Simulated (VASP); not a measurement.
A run of VASP 6.6.1 is set up as follows.

Contents of INCAR:

```
PREC = Accurate ; ENCUT = 600
EDIFF = 1E-6 ; ISMEAR = 0
SIGMA = 0.01 ; LREAL = False
LASPH = True ; NELM = 120
ALGO = Normal ; ISIF = 2
LWAVE = False ; LCHARG = False
GGA = PS ; NBANDS = 11
GGA_COMPAT = False
```

The input KPOINTS:

```
Automatic mesh
0
Gamma
  6 6 6
```

POSCAR

```
SiC
1.0
    0.0000000000      2.1702610700      2.2111066359
    2.1702610700      0.0000000000      2.2111066359
    2.1702610700      2.1702610700      0.0000000000
Si C
1 1
Direct
    0.0000000000      0.0000000000      0.0000000000
    0.2500000000      0.2500000000      0.2500000000
```

Potentials or basis: VASP PAW PBE potentials, release 64 (Si, C).

Command:

```sh
$ cat potpaw_PBE.64/Si/POTCAR potpaw_PBE.64/C/POTCAR > POTCAR
$ mpirun -np 1 vasp_std > vasp.out
```

Q: What does it give for the pressure?

A: -1.4 GPa.

Q: Predict the band gap on the k mesh.

A: 1.13 eV, indirect (least direct gap 4.41 eV).

Stress tensor (GPa, compression positive):
```
 0.24  0.00  0.00
 0.00  0.24  0.00
 0.00  0.00 -4.63
```

Caveat: the PAW data sets were made with another functional, which shifts forces and pressure a little. A k mesh can miss the band edges.
